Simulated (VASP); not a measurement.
# Pd: relaxation of cell and atoms with PBE

Pd:

```
Pd
1.0
     0.00000    1.81189    1.81189
     1.81189    0.00000    1.81189
     1.81189    1.81189    0.00000
Pd
1
Cartesian
  0.0000 0.0000 0.0000
```

```yaml
Program: VASP 6.6.1
Task: relaxation of cell and atoms
Functional: PBE
Potentials_or_basis: VASP PAW PBE potentials, release 64 (Pd)
Cutoff: 600 eV
k_mesh: 19 × 19 × 19
Occupations: fermi-dirac, width 0.08 eV
Spin: no spin polarisation
Dipole_correction: no
Further_INCAR_settings: ALGO = Normal; EDIFF = 1e-06; IBRION = 2; EDIFFG = -0.005; NSW = 100; ISIF = 3
```

The relaxed volume is 15.33 Å³/atom. The relaxed cell is a = 2.788 Å, b = 2.788 Å, c = 2.788 Å, α = 60.00°, β = 60.00°, γ = 60.00°, the space group after relaxing (to 0.1 Å) is Fm-3m (No. 225) and the pressure after relaxing is 0.0 GPa. The band gap on the k mesh is zero (bands 5 and 6 overlap by 1.47 eV).

Final structure:
```cif
data_structure
_symmetry_space_group_name_H-M 'P 1'
_symmetry_Int_Tables_number 1
_cell_length_a 2.7882
_cell_length_b 2.7882
_cell_length_c 2.7882
_cell_angle_alpha 60.000
_cell_angle_beta 60.000
_cell_angle_gamma 60.000
_cell_volume 15.33
loop_
_atom_site_label
_atom_site_type_symbol
_atom_site_fract_x
_atom_site_fract_y
_atom_site_fract_z
_atom_site_occupancy
Pd1 Pd 0.00000 0.00000 0.00000 1
```

Levels at points of the mesh, in eV from the Fermi level:
| k point | band 2 | band 3 | band 4 | band 5 | band 6 | band 7 | band 8 | band 9 |
| --- | --- | --- | --- | --- | --- | --- | --- | --- |
| (0.00, 0.00, 0.00) | -2.69 | -2.69 | -2.69 | -1.18 | -1.18 | 17.14 | 21.70 | 21.70 |

Run time: 69 s on 1 thread of Intel(R) Xeon(R) Platinum 8375C CPU @ 2.90GHz (Ice Lake), on a shared host, peak memory 0.16 GiB.

Caveat: the volume moved by over 15 % at a fixed basis, so the end points are rough.
